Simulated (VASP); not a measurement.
# WC (Qusongite) (P-6m2) in VASP: further runs

Runs on WC (Qusongite). Level: PBEsol. Tasks: single point.

All numbers are computed with VASP 6.6.1; they aren't measurements. Logs are shortened: lines on timing, memory, paths and dates and some standing lists are left out, and cuts for length are marked.

### 1 The cell of the first run

It takes space group P-6m2 (No. 187, hexagonal). Conventional cell: a = 2.847 Å, b = 2.847 Å, c = 2.779 Å, α = 90.00°, β = 90.00°, γ = 120.00°. W (site symmetry -6m2) has 6 C at 2.15 Å and 2 W at 2.78 Å within 2.8 Å. Within 2.8 Å of C (site symmetry -6m2) lie 6 W at 2.15 Å and 2 C at 2.78 Å.

### 2 Single point, PBEsol

Input file INCAR:

```
SYSTEM = WC
ALGO     = Normal         ! electronic algorithm
EDIFF    = 1E-7           ! SCF threshold, eV
ENCUT    = 520            ! plane-wave cutoff, eV
GGA      = PS             ! functional
ISIF     = 2              ! what is computed and relaxed
ISMEAR   = 1              ! smearing method
LASPH    = .TRUE.         ! aspherical terms in the spheres
LCHARG   = .FALSE.        ! write CHGCAR
LREAL    = .FALSE.        ! projectors in reciprocal space
LWAVE    = .FALSE.        ! write WAVECAR
NBANDS   = 16             ! bands
NELM     = 60             ! most SCF steps
PREC     = Accurate       ! precision mode
SIGMA    = 0.1            ! smearing width, eV
```

Input file KPOINTS:

```
k-points
0
G
  11 11 10
  0 0 0
```

Input file POSCAR:

```
WC
1.0
    2.8471670250      0.0000000000      0.0000000000
   -1.4235835125      2.4657191330      0.0000000000
    0.0000000000      0.0000000000      2.7786939560
W C
1 1
Direct
    0.0000000000      0.0000000000      0.0000000000
    0.6666666667      0.3333333333      0.5000000000
```

Potentials or basis: VASP PAW PBE potentials, release 64 (W_sv, C).

Command:

```console
$ cat potpaw_PBE.64/W_sv/POTCAR potpaw_PBE.64/C/POTCAR > POTCAR
$ mpirun -np 1 vasp_std > vasp.out
```

OUTCAR:

```text
SYSTEM = WC
   EDIFF = 1E-7
   ENCUT = 520
   GGA = PS
   ISIF = 2
   ISMEAR = 1
   LASPH = .TRUE.
   LREAL = .FALSE.
   NELM = 60
   PREC = Accurate

 ion  position               nearest neighbor table
   1  0.000  0.000  0.000-   2 2.15   2 2.15   2 2.15   2 2.15   2 2.15   2 2.15
   2  0.667  0.333  0.500-   1 2.15   1 2.15   1 2.15   1 2.15   1 2.15   1 2.15

  LATTYP: Found a hexagonal cell.
 ALAT       =     2.8471670250
 C/A-ratio  =     0.9759504559

  Lattice vectors:

 A1 = (   2.8471670250,   0.0000000000,   0.0000000000)
 A2 = (  -1.4235835125,   2.4657191330,   0.0000000000)
 A3 = (   0.0000000000,   0.0000000000,   2.7786939560)

Analysis of symmetry for initial positions (statically):
=====================================================================
 Subroutine PRICEL returns:
 Original cell was already a primitive cell.

 Routine SETGRP: Setting up the symmetry group for a
 hexagonal supercell.

 Subroutine GETGRP returns: Found 12 space group operations
 (whereof 12 operations were pure point group operations)
 out of a pool of 24 trial point group operations.

The static configuration has the point symmetry D_3h.

Analysis of symmetry for dynamics (positions and initial velocities):
=====================================================================
 Subroutine PRICEL returns:
 Original cell was already a primitive cell.

 Routine SETGRP: Setting up the symmetry group for a
 hexagonal supercell.

 Subroutine GETGRP returns: Found 12 space group operations
 (whereof 12 operations were pure point group operations)
 out of a pool of 24 trial point group operations.

The dynamic configuration has the point symmetry D_3h.

 Subroutine INISYM returns: Found 12 space group operations
 (whereof 12 operations are pure point group operations),
 and found     1 'primitive' translations

----------------------------------------------------------------------------------------

                                     Primitive cell

  volume of cell :      19.5073

  direct lattice vectors                    reciprocal lattice vectors
     2.847167025  0.000000000  0.000000000     0.351226321  0.202780598  0.000000000
    -1.423583513  2.465719133  0.000000000     0.000000000  0.405561196  0.000000000
     0.000000000  0.000000000  2.778693956     0.000000000  0.000000000  0.359881302

  length of vectors
     2.847167025  2.847167164  2.778693956     0.405561216  0.405561196  0.359881302

  position of ions in fractional coordinates (direct lattice)
     0.000000000  0.000000000  0.000000000
     0.666666667  0.333333333  0.500000000

  ion indices of the primitive-cell ions
   primitive index   ion index
                 1           1
                 2           2

----------------------------------------------------------------------------------------

 KPOINTS: k-points

Automatic generation of k-mesh.
 Grid dimensions read from file:
 generate k-points for:   11   11   10

 Generating k-lattice:

  Cartesian coordinates                     Fractional coordinates (reciprocal lattice)
     0.031929666  0.018434600  0.000000000     0.090909091 -0.000000000  0.000000000
     0.000000000  0.036869200  0.000000000     0.000000000  0.090909091  0.000000000
     0.000000000  0.000000000  0.035988130     0.000000000  0.000000000  0.100000000

  Length of vectors
     0.036869201  0.036869200  0.035988130

  Shift w.r.t. Gamma in fractional coordinates (k-lattice)
     0.000000000  0.000000000  0.000000000

 Subroutine IBZKPT returns following result:
 ===========================================

 Found     96 irreducible k-points:

 Following reciprocal coordinates:
            Coordinates               Weight
  0.000000  0.000000  0.000000      1.000000
  0.090909  0.000000  0.000000      6.000000
  0.181818  0.000000  0.000000      6.000000
  0.272727  0.000000  0.000000      6.000000
  0.363636  0.000000  0.000000      6.000000
  0.454545  0.000000  0.000000      6.000000
[... 16 lines left out ...]
  0.090909  0.090909  0.100000     12.000000
  0.181818  0.090909  0.100000     24.000000
 [... further k-points ...]
   k-points           NKPTS =     96   k-points in BZ     NKDIM =     96   number of bands    NBANDS=     16
   number of dos      NEDOS =    301   number of ions     NIONS =      2
   total plane-waves  NPLWV =  13824
   dimension x,y,z NGX =    24 NGY =   24 NGZ =   24
   dimension x,y,z NGXF=    48 NGYF=   48 NGZF=   48
   ions per type =               1   1
   NGX,Y,Z   is equivalent  to a cutoff of  14.01, 14.01, 14.36 a.u.
   NGXF,Y,Z  is equivalent  to a cutoff of  28.03, 28.03, 28.72 a.u.
 SYSTEM =  WC
   PREC   = accura    normal or accurate (medium, high low for compatibility)
   ISTART =      0    job   : 0-new  1-cont  2-samecut
   ICHARG =      2    charge: 1-file 2-atom 10-const
   ISPIN  =      1    spin polarized calculation?
   LNONCOLLINEAR =      F non collinear calculations
   LSORBIT =      F    spin-orbit coupling
   LASPH  =      T    aspherical Exc in radial PAW
   ENCUT  =  520.0 eV  38.22 Ry    6.18 a.u.   5.29  5.29  5.17*2*pi/ulx,y,z
   NELM   =     60;   NELMIN=  2; NELMDL= -5     # of ELM steps
   EDIFF  = 0.1E-06   stopping-criterion for ELM
   LREAL  =      F    real-space projection
   EDIFFG = 0.1E-05   stopping-criterion for IOM
   NSW    =      0    number of steps for IOM
   IBRION =     -1    ionic relax: 0-MD 1-quasi-New 2-CG
   NFREE  =      0    steps in history (QN), initial steepest desc. (CG)
   ISIF   =      2    stress and relaxation
   ISYM   =      2    0-nonsym 1-usesym 2-fastsym
   POTIM  = 0.5000    time-step for ionic-motion
   TEBEG  =    0.0;   TEEND  =   0.0 temperature during run
   PSTRESS=    0.0 pullay stress
   NELECT =      18.0000    total number of electrons
   NUPDOWN=      -1.0000    fix difference up-down
   EMIN   =  10.00;   EMAX   =-10.00  energy-range for DOS
   EFERMI =   0.00;   METHOD = LEGACY
   ISMEAR =     1;   SIGMA  =   0.10  broadening in eV -4-tet -1-fermi 0-gaus
   EFERMI_NEDOS =   21; number of points for ismear=-14 and -15
   IALGO  =     38    algorithm
   IMIX   =      4    mixing-type and parameters
     AMIX     =   0.40;   BMIX     =  1.00
     AMIX_MAG =   1.60;   BMIX_MAG =  1.00
  volume/ion in A,a.u.               =       9.75        65.82
  Fermi-wavevector in a.u.,A,eV,Ry     =   1.593798  3.011841 34.561406  2.540192
  Thomas-Fermi vector in A             =   2.691972
   LORBIT       =      0    0 simple, 1 ext, 2 COOP (PROOUT), +10 PAW based schemes
   GGA     = PS    functional components
   LHFCALC =     F    Hartree Fock is set to
   AEXX    =    0.0000 exact exchange contribution
   IVDW    =     0    specifies the selected vdW correction
   LEPSILON=     F    determine dielectric tensor
   LRPA    =     F    only Hartree local field effects (RPA)
 non-spin polarized calculation
 Methfessel and Paxton  Order N= 1 SIGMA  =   0.10
  energy-cutoff  :      520.00
  volume of cell :       19.51
 maximum number of plane-waves:       541
 NGX is ok and might be reduce to    24
   NGX = 11   NGY = 11   NGZ = 11

 number of electron      18.0000000 magnetization

 Free energy of the ion-electron system (eV)
  ---------------------------------------------------
  ext. energy  EPLUGINS =         0.00000000
  ---------------------------------------------------
  free energy    TOTEN  =       -23.81186983 eV

  energy without entropy =      -23.81182636  energy(sigma->0) =      -23.81185534

 E-fermi :  11.9346     XC(G=0): -14.2737

 val. band max:       11.9281214817   @ k =   0.4545   0.0909   0.5000
 cond. band min:      11.9503401710   @ k =   0.0000   0.0000   0.1000
 fundamental gap:      0.0222186893
 Fermi energy:        11.9345834156

 k-point     1 :       0.0000    0.0000    0.0000
  band No.  band energies     occupation
      1     -61.9762      2.00000
      2     -25.9604      2.00000
      3     -25.8338      2.00000
      4     -25.8338      2.00000
      5      -3.0692      2.00000
      6       7.1351      2.00000
[... 8 lines left out ...]
     15      26.8057      0.00000
     16      29.1191      0.00000

 k-point     2 :       0.0909    0.0000    0.0000
  band No.  band energies     occupation
      1     -61.9700      2.00000
      2     -25.9492      2.00000
      3     -25.9203      2.00000
      4     -25.8531      2.00000
      5      -2.8325      2.00000
      6       7.1896      2.00000
[... 8 lines left out ...]
     15      26.3171      0.00000
     16      29.6082      0.00000

 k-point     3 :       0.1818    0.0000    0.0000
  band No.  band energies     occupation
      1     -61.9533      2.00000
      2     -26.1470      2.00000
      3     -25.9190      2.00000
      4     -25.9045      2.00000
      5      -2.1760      2.00000
      6       6.6574      2.00000
[... 8 lines left out ...]
     15      25.9500      0.00000
     16      30.9295      0.00000

 k-point     4 :       0.2727    0.0000    0.0000
  band No.  band energies     occupation
      1     -61.9314      2.00000
      2     -26.4335      2.00000
      3     -25.9710      2.00000
      4     -25.8792      2.00000
      5      -1.2471      2.00000
      6       5.7404      2.00000
[... 8 lines left out ...]
     15      26.5907      0.00000
     16      30.6881      0.00000
[... 324 lines left out ...]
 k-point    22 :       0.4545    0.0000    0.1000
  band No.  band energies     occupation
      1     -61.8942      2.00000
      2     -26.8203      2.00000
      3     -26.0574      2.00000
      4     -25.9060      2.00000
      5       0.4855      2.00000
      6       4.4624      2.00000
[... 8 lines left out ...]
     15      25.6715      0.00000
     16      30.3425      0.00000

 k-point    23 :       0.0909    0.0909    0.1000
  band No.  band energies     occupation
      1     -61.9534      2.00000
      2     -26.0652      2.00000
      3     -26.0175      2.00000
      4     -25.8853      2.00000
      5      -2.1423      2.00000
      6       7.0198      2.00000
[... 8 lines left out ...]
     15      25.8200      0.00000
     16      29.9931      0.00000

 k-point    24 :       0.1818    0.0909    0.1000
  band No.  band energies     occupation
      1     -61.9341      2.00000
      2     -26.3043      2.00000
      3     -25.9831      2.00000
      4     -25.9570      2.00000
      5      -1.3788      2.00000
      6       6.2330      2.00000
[... 8 lines left out ...]
     15      25.7415      0.00000
     16      30.3064      0.00000

 [... further k-points ...]
[... 5 lines left out ...]
  --------------------------------------------------------------------------------------
  -------------------------------------------------------------------------------------
  Total        3.0462153      3.0462157      3.4791049      0.0000000     -0.0000000      0.0000000
  in kB      250.1922846    250.1923171    285.7464493      0.0000000     -0.0000000      0.0000000
  external PRESSURE =     262.0436837 kB  Pullay stress =       0.0000000 kB

 VOLUME and BASIS-vectors are now :
 -----------------------------------------------------------------------------
  energy-cutoff  :      520.00
  volume of cell :       19.51
      direct lattice vectors                 reciprocal lattice vectors
     2.847167025  0.000000000  0.000000000     0.351226321  0.202780598  0.000000000
    -1.423583513  2.465719133  0.000000000     0.000000000  0.405561196  0.000000000
     0.000000000  0.000000000  2.778693956     0.000000000  0.000000000  0.359881302

 POSITION                                       TOTAL-FORCE (eV/Angst)
 -----------------------------------------------------------------------------------
      0.00000      0.00000      0.00000         0.000000     -0.000000      0.000000
      1.42358      0.82191      1.38935        -0.000000      0.000000      0.000000
 -----------------------------------------------------------------------------------
    total drift:                               -0.000000      0.000001      0.000000

  FREE ENERGIE OF THE ION-ELECTRON SYSTEM (eV)
  ---------------------------------------------------
  free  energy   TOTEN  =       -23.8118698297 eV

  energy  without entropy=      -23.8118263560  energy(sigma->0) =      -23.81185534
```

It took 13 s on 1 thread of Intel Xeon Platinum 8559C (Emerald Rapids), shared host; peak memory 0.15 GiB.

What came out:

```
Free energy            : -23.8119 eV
Pressure               : 26.2 GPa
Band gap on the k mesh : zero (band 9 reaches 12.50 eV, above the bottom of band 10 at 11.16 eV)
```

Stress tensor (GPa, compression positive):
```
25.02  0.00  0.00
 0.00 25.02  0.00
 0.00  0.00 28.57
```

Levels at points of the mesh, in eV from the Fermi level:
```
           k point  band 7  band 8  band 9  band 10  band 11  band 12
(0.00, 0.00, 0.00)   -3.70   -3.70    0.04     3.42     3.42     5.91
(0.00, 0.00, 0.50)   -2.28   -2.28   -0.78    -0.78     3.86     4.59
```

Caveat: the PAW data sets were made with another functional, which shifts forces and pressure a little; spin-orbit coupling is left out, which moves the levels of the heavy elements.

(Part 1 of 2 ends here.)
